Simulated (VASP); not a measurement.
# MgO (I4/mmm) in VASP: further runs

The runs below take MgO through single point, with PBE.

All numbers are computed with VASP 6.6.1; they aren't measurements. Logs are shortened: lines on timing, memory, paths and dates and some standing lists are left out, and cuts for length are marked.

## (1) The cell of the first run

The structure is tetragonal, space group I4/mmm (No. 139). Conventional cell: a = 3.020 Å, b = 3.020 Å, c = 4.014 Å, α = 90.00°, β = 90.00°, γ = 90.00°. Mg (site symmetry 4/mmm) has 6 O at 2.01 to 2.14 Å within 2.7 Å. Within 2.7 Å of O (site symmetry 4/mmm) lie 6 Mg at 2.01 to 2.14 Å.

## (2) Single point, PBE (strain -0.0600 x Voigt [1, 0, 0, 0, 0, 0])

INCAR

```
SYSTEM = MgO
PREC = Accurate
ENCUT = 520
EDIFF = 1E-6
ISMEAR = 0
SIGMA = 0.05
LREAL = .False.
LASPH = .True.
NELM = 80
ALGO = Normal
ISIF = 2
LWAVE = .False.
LCHARG = .True.
GGA = PE
LELF = .True.
LVHAR = .True.
NBANDS = 11
```

KPOINTS

```
regular mesh
0
Gamma
  10 10 10
  0 0 0
```

POSCAR

```
MgO
1.0
    0.0000000000      2.1351500000      2.1351500000
    2.0070410000      0.0000000000      2.1351500000
    2.0070410000      2.1351500000      0.0000000000
Mg O
1 1
Direct
    0.0000000000      0.0000000000      0.0000000000
    0.5000000000      0.5000000000      0.5000000000
```

Potentials or basis: VASP PAW PBE potentials, release 64 (Mg, O).

Run with:

```console
$ cat potpaw_PBE.64/Mg/POTCAR potpaw_PBE.64/O/POTCAR > POTCAR
$ mpirun -np 1 vasp_std > vasp.out
```

OUTCAR:

```text
SYSTEM = MgO
   PREC = Accurate
   ENCUT = 520
   EDIFF = 1E-6
   ISMEAR = 0
   LREAL = .False.
   LASPH = .True.
   NELM = 80
   ISIF = 2
   GGA = PE

 ion  position               nearest neighbor table
   1  0.000  0.000  0.000-   2 2.01   2 2.01   2 2.14   2 2.14   2 2.14   2 2.14
   2  0.500  0.500  0.500-   1 2.01   1 2.01   1 2.14   1 2.14   1 2.14   1 2.14

  LATTYP: Found a body centered tetragonal cell.
 ALAT       =     3.0195580877
 C/A-ratio  =     1.3293607486

  Lattice vectors:

 A1 = (  -2.0070410000,   0.0000000000,  -2.1351500000)
 A2 = (  -2.0070410000,   0.0000000000,   2.1351500000)
 A3 = (   2.0070410000,   2.1351500000,   0.0000000000)

Analysis of symmetry for initial positions (statically):
=====================================================================
 Subroutine PRICEL returns:
 Original cell was already a primitive cell.

 Routine SETGRP: Setting up the symmetry group for a
 body centered tetragonal supercell.

 Subroutine GETGRP returns: Found 16 space group operations
 (whereof 16 operations were pure point group operations)
 out of a pool of 16 trial point group operations.

The static configuration has the point symmetry D_4h.

Analysis of symmetry for dynamics (positions and initial velocities):
=====================================================================
 Subroutine PRICEL returns:
 Original cell was already a primitive cell.

 Routine SETGRP: Setting up the symmetry group for a
 body centered tetragonal supercell.

 Subroutine GETGRP returns: Found 16 space group operations
 (whereof 16 operations were pure point group operations)
 out of a pool of 16 trial point group operations.

The dynamic configuration has the point symmetry D_4h.

 Subroutine INISYM returns: Found 16 space group operations
 (whereof 16 operations are pure point group operations),
 and found     1 'primitive' translations

----------------------------------------------------------------------------------------

                                     Primitive cell

  volume of cell :      18.2997

  direct lattice vectors                    reciprocal lattice vectors
     0.000000000  2.135150000  2.135150000    -0.249122963  0.234175585  0.234175585
     2.007041000  0.000000000  2.135150000     0.249122963 -0.234175585  0.234175585
     2.007041000  2.135150000  0.000000000     0.249122963  0.234175585 -0.234175585

  length of vectors
     3.019558088  2.930371836  2.930371836     0.414413633  0.414413633  0.414413633

  position of ions in fractional coordinates (direct lattice)
     0.000000000  0.000000000  0.000000000
     0.500000000  0.500000000  0.500000000

  ion indices of the primitive-cell ions
   primitive index   ion index
                 1           1
                 2           2

----------------------------------------------------------------------------------------

 KPOINTS: regular mesh

Automatic generation of k-mesh.
 Grid dimensions read from file:
 generate k-points for:   10   10   10

 Generating k-lattice:

  Cartesian coordinates                     Fractional coordinates (reciprocal lattice)
    -0.024912296  0.023417558  0.023417558     0.100000000  0.000000000  0.000000000
     0.024912296 -0.023417558  0.023417558     0.000000000  0.100000000  0.000000000
     0.024912296  0.023417558 -0.023417558     0.000000000  0.000000000  0.100000000

  Length of vectors
     0.041441363  0.041441363  0.041441363

  Shift w.r.t. Gamma in fractional coordinates (k-lattice)
     0.000000000  0.000000000  0.000000000

 Subroutine IBZKPT returns following result:
 ===========================================

 Found    102 irreducible k-points:

 Following reciprocal coordinates:
            Coordinates               Weight
  0.000000  0.000000  0.000000      1.000000
  0.100000 -0.000000 -0.000000      8.000000
  0.200000 -0.000000 -0.000000      8.000000
  0.300000 -0.000000 -0.000000      8.000000
  0.400000  0.000000  0.000000      8.000000
  0.500000 -0.000000 -0.000000      4.000000
[... 16 lines left out ...]
  0.300000  0.300000  0.000000      4.000000
  0.400000  0.300000  0.000000     16.000000
 [... further k-points ...]
   k-points           NKPTS =    102   k-points in BZ     NKDIM =    102   number of bands    NBANDS=     11
   number of dos      NEDOS =    301   number of ions     NIONS =      2
   total plane-waves  NPLWV =  13824
   dimension x,y,z NGX =    24 NGY =   24 NGZ =   24
   dimension x,y,z NGXF=    48 NGYF=   48 NGZF=   48
   ions per type =               1   1
   NGX,Y,Z   is equivalent  to a cutoff of  13.21, 13.62, 13.62 a.u.
   NGXF,Y,Z  is equivalent  to a cutoff of  26.43, 27.23, 27.23 a.u.
 SYSTEM =  MgO
   PREC   = accura    normal or accurate (medium, high low for compatibility)
   ISTART =      0    job   : 0-new  1-cont  2-samecut
   ICHARG =      2    charge: 1-file 2-atom 10-const
   ISPIN  =      1    spin polarized calculation?
   LNONCOLLINEAR =      F non collinear calculations
   LSORBIT =      F    spin-orbit coupling
   LASPH  =      T    aspherical Exc in radial PAW
   ENCUT  =  520.0 eV  38.22 Ry    6.18 a.u.   5.61  5.45  5.45*2*pi/ulx,y,z
   NELM   =     80;   NELMIN=  2; NELMDL= -5     # of ELM steps
   EDIFF  = 0.1E-05   stopping-criterion for ELM
   LREAL  =      F    real-space projection
   EDIFFG = 0.1E-04   stopping-criterion for IOM
   NSW    =      0    number of steps for IOM
   IBRION =     -1    ionic relax: 0-MD 1-quasi-New 2-CG
   NFREE  =      0    steps in history (QN), initial steepest desc. (CG)
   ISIF   =      2    stress and relaxation
   ISYM   =      2    0-nonsym 1-usesym 2-fastsym
   POTIM  = 0.5000    time-step for ionic-motion
   TEBEG  =    0.0;   TEEND  =   0.0 temperature during run
   PSTRESS=    0.0 pullay stress
   NELECT =       8.0000    total number of electrons
   NUPDOWN=      -1.0000    fix difference up-down
   EMIN   =  10.00;   EMAX   =-10.00  energy-range for DOS
   EFERMI =   0.00;   METHOD = LEGACY
   ISMEAR =     0;   SIGMA  =   0.05  broadening in eV -4-tet -1-fermi 0-gaus
   EFERMI_NEDOS =   21; number of points for ismear=-14 and -15
   IALGO  =     38    algorithm
   IMIX   =      4    mixing-type and parameters
     AMIX     =   0.40;   BMIX     =  1.00
     AMIX_MAG =   1.60;   BMIX_MAG =  1.00
  volume/ion in A,a.u.               =       9.15        61.75
  Fermi-wavevector in a.u.,A,eV,Ry     =   1.242483  2.347953 21.004187  1.543764
  Thomas-Fermi vector in A             =   2.376836
   LORBIT       =      0    0 simple, 1 ext, 2 COOP (PROOUT), +10 PAW based schemes
   GGA     = PE    functional components
   LHFCALC =     F    Hartree Fock is set to
   AEXX    =    0.0000 exact exchange contribution
   IVDW    =     0    specifies the selected vdW correction
   LEPSILON=     F    determine dielectric tensor
   LRPA    =     F    only Hartree local field effects (RPA)
 non-spin polarized calculation
 Gauss-broadening in eV      SIGMA  =   0.05
  energy-cutoff  :      520.00
  volume of cell :       18.30
 maximum number of plane-waves:       515
   NGX = 11   NGY = 11   NGZ = 11

 number of electron       8.0000004 magnetization

 Free energy of the ion-electron system (eV)
  ---------------------------------------------------
  ext. energy  EPLUGINS =         0.00000000
  ---------------------------------------------------
  free energy    TOTEN  =       -11.85385550 eV

  energy without entropy =      -11.85385550  energy(sigma->0) =      -11.85385550

 E-fermi :   3.6645     XC(G=0): -11.1711

 val. band max:        3.3833877869   @ k =   0.0000   0.0000   0.0000
 cond. band min:       8.2402172368   @ k =   0.0000   0.0000   0.0000
 fundamental gap:      4.8568294499
 Fermi energy:         3.6645043371

 k-point     1 :       0.0000    0.0000    0.0000
  band No.  band energies     occupation
      1     -14.0378      2.00000
      2       3.2375      2.00000
      3       3.3834      2.00000
      4       3.3834      2.00000
      5       8.2402      0.00000
      6      19.0867      0.00000
      7      19.0867      0.00000
      8      19.7381      0.00000
      9      23.2838      0.00000
     10      24.0173      0.00000
     11      26.1468      0.00000

 k-point     2 :       0.1000   -0.0000   -0.0000
  band No.  band energies     occupation
      1     -13.9279      2.00000
      2       2.6700      2.00000
      3       3.2372      2.00000
      4       3.3002      2.00000
      5       8.8663      0.00000
      6      18.0241      0.00000
      7      19.3133      0.00000
      8      19.7809      0.00000
      9      23.4504      0.00000
     10      24.8812      0.00000
     11      25.3296      0.00000

 k-point     3 :       0.2000   -0.0000   -0.0000
  band No.  band energies     occupation
      1     -13.6256      2.00000
      2       1.3371      2.00000
      3       3.0817      2.00000
      4       3.0909      2.00000
      5      10.0601      0.00000
      6      16.5136      0.00000
      7      19.6831      0.00000
      8      20.3846      0.00000
      9      23.0341      0.00000
     10      24.2429      0.00000
     11      26.1131      0.00000

 k-point     4 :       0.3000   -0.0000   -0.0000
  band No.  band energies     occupation
      1     -13.2166      2.00000
      2      -0.0096      2.00000
      3       2.8468      2.00000
      4       2.9031      2.00000
      5      10.9795      0.00000
      6      15.8398      0.00000
      7      19.6049      0.00000
      8      20.8103      0.00000
      9      23.7920      0.00000
     10      24.2875      0.00000
     11      25.6032      0.00000
[... 239 lines left out ...]
 k-point    22 :      -0.2000    0.2000    0.0000
  band No.  band energies     occupation
      1     -13.0781      2.00000
      2       0.1115      2.00000
      3       1.9911      2.00000
      4       2.8771      2.00000
      5      11.9518      0.00000
      6      15.2160      0.00000
      7      18.6137      0.00000
      8      21.9051      0.00000
      9      22.1319      0.00000
     10      24.9902      0.00000
     11      28.1580      0.00000

 k-point    23 :       0.3000    0.3000    0.0000
  band No.  band energies     occupation
      1     -13.0556      2.00000
      2       0.1223      2.00000
      3       2.2866      2.00000
      4       2.5974      2.00000
      5      12.3849      0.00000
      6      14.0150      0.00000
      7      17.6837      0.00000
      8      21.4175      0.00000
      9      22.0481      0.00000
     10      27.9420      0.00000
     11      30.9332      0.00000

 k-point    24 :       0.4000    0.3000    0.0000
  band No.  band energies     occupation
      1     -12.8008      2.00000
      2      -0.3260      2.00000
      3       1.9851      2.00000
      4       2.3741      2.00000
      5      13.1269      0.00000
      6      13.7859      0.00000
      7      16.9013      0.00000
      8      21.6963      0.00000
      9      22.5426      0.00000
     10      28.5545      0.00000
     11      30.5810      0.00000

 [... further k-points ...]
[... 5 lines left out ...]
  --------------------------------------------------------------------------------------
  -------------------------------------------------------------------------------------
  Total        2.2904118      0.3957566      0.3957566      0.0000000      0.0000000      0.0000000
  in kB      200.5308204     34.6493981     34.6493981      0.0000000      0.0000000      0.0000000
  external PRESSURE =      89.9432055 kB  Pullay stress =       0.0000000 kB

 VOLUME and BASIS-vectors are now :
 -----------------------------------------------------------------------------
  energy-cutoff  :      520.00
  volume of cell :       18.30
      direct lattice vectors                 reciprocal lattice vectors
     0.000000000  2.135150000  2.135150000    -0.249122963  0.234175585  0.234175585
     2.007041000  0.000000000  2.135150000     0.249122963 -0.234175585  0.234175585
     2.007041000  2.135150000  0.000000000     0.249122963  0.234175585 -0.234175585

 POSITION                                       TOTAL-FORCE (eV/Angst)
 -----------------------------------------------------------------------------------
      0.00000      0.00000      0.00000        -0.000000      0.000000      0.000000
      2.00704      2.13515      2.13515         0.000000      0.000000      0.000000
 -----------------------------------------------------------------------------------
    total drift:                               -0.000000     -0.000000      0.000000

  FREE ENERGIE OF THE ION-ELECTRON SYSTEM (eV)
  ---------------------------------------------------
  free  energy   TOTEN  =       -11.8538555010 eV

  energy  without entropy=      -11.8538555010  energy(sigma->0) =      -11.85385550
```

Run time: 10 s. Hardware: 1 thread of Intel Xeon Platinum 8488C (Sapphire Rapids), shared host; peak memory 0.15 GiB.

What came out:

| Property | Result |
| --- | --- |
| Free energy | -11.8539 eV |
| Pressure | 9.0 GPa |
| Band gap on the k mesh | 4.86 eV, direct |

Levels at points of the mesh, in eV from the valence-band top:
| k point | band 2 | band 3 | band 4 | band 5 | band 6 | band 7 |
| --- | --- | --- | --- | --- | --- | --- |
| (0.00, 0.00, 0.00) | -0.15 | 0.00 | 0.00 | 4.86 | 15.70 | 15.70 |
| (0.50, 0.00, 0.00) | -4.75 | -0.79 | -0.67 | 7.96 | 12.76 | 15.81 |
| (0.50, 0.50, 0.00) | -4.29 | -1.51 | -1.14 | 9.36 | 10.20 | 13.00 |
| (0.00, 0.50, 0.50) | -4.04 | -1.60 | -1.60 | 8.68 | 10.15 | 13.83 |

Caveat: the cell differs from its parent crystal (strain -0.0600 x Voigt [1, 0, 0, 0, 0, 0]).

(Continued in part 2 of 2.)
